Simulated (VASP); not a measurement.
Runs of VASP 6.6.1 on CsI. The structure is that of space group Pm-3m (No. 221), or close to it. The cells are those of the table. 

```csv
task,cell,cutoff (eV),gap on the mesh (eV),pressure (GPa)
single point,"a = 4.567 Å, angles 91.1°, 2 atoms",500,3.56,(a)
single point,"a = 4.567 Å, angles 89.4°, 2 atoms",500,3.56,-1.4
electric field gradients,"a = 4.612, b = 4.612, c = 4.567 Å, 2 atoms",400,3.47,-1.5
electric field gradients,"a = 4.567 Å, angles 90.6°, 2 atoms",400,3.56,-1.4
electric field gradients,"a = 4.567 Å, angles 89.4°, 2 atoms",400,3.56,-1.4
```

Alike in all rows: level LDA; potentials or basis VASP PAW LDA potentials, release 64 (Cs_sv, I); no spin polarisation; k mesh 7 × 7 × 7; smearing fermi-dirac 0.01 eV.

**Question.** Fill in the values left out.

**Answer.** (a) -1.3.

Caveats: spin-orbit coupling is left out, which moves the levels of the heavy elements; an odd mesh through Γ misses points on the zone boundary, where band edges can lie.

A k mesh can miss the band edges, and the runs leave out spin-orbit coupling on Cs, I.
